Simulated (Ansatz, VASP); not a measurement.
SrCl2: VASP beside Ansatz

```
CELL_PARAMETERS angstrom
0.00000 3.34608 3.62492
3.34608 0.00000 3.62492
3.34608 3.34608 0.00000
ATOMIC_POSITIONS crystal
Sr 0.00000 0.00000 0.00000
Cl 0.25000 0.25000 0.25000
Cl 0.75000 0.75000 0.75000
```

Change from the starting cell: strain -0.040 along x and y, +0.040 along z, atoms carried along.

Alike in both runs: task single point; functional LDA; k mesh 6 × 6 × 6; occupations gaussian, width 0.05 eV; no spin polarisation.

```csv
,VASP,Ansatz
version,VASP 6.6.1,Ansatz 0.2.0
potentials or method,"VASP PAW LDA potentials, release 64 (Sr_sv, Cl), cutoff 520 eV","scalar-relativistic, plane waves, PAW"
valence electrons in the cell,24,24
```

|  | VASP | Ansatz | Ansatz less VASP |
| --- | --- | --- | --- |
| gap on the k mesh at the Fermi level (eV) | 4.59 | 4.59 | 0.000 |
| least direct gap on the mesh (eV) | 4.86 | 4.86 | +0.006 |
| pressure (GPa) | -1.1 | -1.3 | -0.15 |
| traceless stress, the component that is largest in VASP (GPa) | -2.82 | -2.83 | -0.019 |

LDA's correlation is that of Perdew and Zunger in VASP and of Perdew and Wang (1992) in Ansatz.
